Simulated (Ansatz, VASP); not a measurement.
## One calculation of GaN, two programs

```
Ga N
1.0
     0.00000    2.09050    2.09050
     2.09050    0.00000    2.09050
     2.09050    2.09050    0.00000
Ga N
1 1
Direct
  0.00000 0.00000 0.00000
  0.50000 0.50000 0.50000
```

Alike in both runs: functional LDA; k mesh 14 × 14 × 14; occupations gaussian, width 0.02 eV; no spin polarisation.

Ansatz relaxed the structure, and its values are those at the end. VASP's run is a single point on that final structure, the one shown.

```csv
,VASP,Ansatz
version,VASP 6.6.1,Ansatz 0.2.0
potentials or method,"VASP PAW LDA potentials, release 64 (Ga_d, N_h), cutoff 1330 eV","scalar-relativistic, plane waves, PAW"
valence electrons in the cell,18,18
```

VASP gave:

* gap on the k mesh at the Fermi level (eV): 0.62
* least direct gap on the mesh (eV): 3.25
* pressure (GPa): 1.3

Task: Estimate Ansatz's values.

Result: gap on the k mesh at the Fermi level (eV): 0.60; least direct gap on the mesh (eV): 3.22; pressure (GPa): 0.0.

LDA's correlation is that of Perdew and Zunger in VASP and of Perdew and Wang (1992) in Ansatz.
